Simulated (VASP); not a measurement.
CaO:

```
CELL_PARAMETERS angstrom
0.00000 2.39755 2.39755
2.39755 0.00000 2.39755
2.39755 2.39755 0.00000
ATOMIC_POSITIONS crystal
Ca 0.00000 0.00000 0.00000
O 0.50000 0.50000 0.50000
```

Program: VASP 6.6.1. Alike in all runs: task single point; potentials or basis VASP PAW PBE potentials, release 64 (Ca_sv, O); no spin polarisation; cell as given; cutoff (eV) 520; smearing gaussian 0.01 eV.

Task: Order these runs on this cell by their band gap on the k mesh, lowest first.
A. level PBE; k mesh 4 × 4 × 4
B. level HSE06; k mesh 4 × 4 × 4; grid for exact exchange (PRECFOCK) Normal; screening parameter 0.2079 1/Å
C. level r2SCAN+D4; k mesh 6 × 6 × 6

Result: A (3.63 eV), C (4.19 eV), B (5.29 eV).

Caveats: some runs use coarse meshes.

A k mesh can miss the band edges.
